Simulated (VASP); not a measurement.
A run of VASP 6.6.1:

File INCAR:

```
  PREC = Accurate
  ENCUT = 520
  EDIFF = 1E-7
  ISMEAR = 0
  SIGMA = 0.1
  LREAL = False
  LASPH = True
  NELM = 60
  ALGO = Normal
  ISIF = 2
  LWAVE = False
  LCHARG = False
  GGA = PE
  NBANDS = 41
```

The input KPOINTS:

```
regular mesh
0
Gamma
  3 3 3
```

POSCAR

```
ZnSn3N2
1.0
    3.4715530600      2.0043020900      3.1226299000
   -3.4715530600      2.0043020900      3.1226299000
    0.0000000000     -4.0086041800      3.1226299000
Zn Sn N
1 3 2
Direct
    0.0000000000      0.0000000000      0.0000000000
    0.0000000000      0.5000000000      0.5000000000
    0.5000000000      0.0000000000      0.5000000000
    0.5000000000      0.5000000000      0.0000000000
    0.2396710000      0.2396710000      0.2396710000
    0.7603290000      0.7603290000      0.7603290000
```

Potentials or basis: VASP PAW PBE potentials, release 64 (Zn, Sn_d, N).

Launch:

```sh
$ cat potpaw_PBE.64/Zn/POTCAR potpaw_PBE.64/Sn_d/POTCAR potpaw_PBE.64/N/POTCAR > POTCAR
$ mpirun -np 1 vasp_std > vasp.out
```

Hardware: 1 thread of Intel Xeon 6975P-C, with other jobs on the host.

Problem. How long does it take, and how much memory?

Solution. Wall time 42 s on 1 thread of Intel Xeon 6975P-C, on a shared host, peak memory 0.25 GiB. Counts: scf iterations 17, k points 6.
